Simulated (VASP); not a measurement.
Here is a VASP 6.6.1 calculation.

The input INCAR:

```
SYSTEM = BN
PREC = Accurate
ENCUT = 520
EDIFF = 1E-8
ISMEAR = 0
SIGMA = 0.01
LREAL = .False.
LASPH = .True.
NELM = 100
ALGO = Normal
ISIF = 2
LWAVE = .False.
LCHARG = .True.
GGA = PS
IBRION = 8
NSW = 1
LEPSILON = .True.
```

File KPOINTS:

```
Automatic mesh
0
Gamma
  10 10 10
  0 0 0
```

POSCAR

```
BN
1.0
    0.0000000000      1.7413578070      1.7413578070
    1.7413578070      0.0000000000      1.7413578070
    1.7413578070      1.7413578070      0.0000000000
B N
1 1
Direct
    0.0000000000      0.0000000000      0.0000000000
    0.5000000000      0.5000000000      0.5000000000
```

Potentials or basis: VASP PAW PBE potentials, release 64 (B, N).

Command:

```sh
$ cat potpaw_PBE.64/B/POTCAR potpaw_PBE.64/N/POTCAR > POTCAR
$ mpirun -np 1 vasp_std > vasp.out
```

**Question.** Estimate the electronic dielectric tensor (diagonal).

**Answer.** 8.65.

**Question.** What does it give for the Born charges (mean of the diagonal)?

**Answer.** B +3.85; N -3.85 e.

**Question.** What does it give for the highest phonon frequency at Γ, LO-TO splitting left out?

**Answer.** 0 cm⁻¹.

**Question.** Predict the most unstable mode.

**Answer.** 682i cm⁻¹.

Phonon frequencies in cm⁻¹ (negative: imaginary):
```
              q point           frequencies
(0.000, 0.000, 0.000)  -682 -682 -682 0 0 0
```

Caveat: some modes are imaginary.
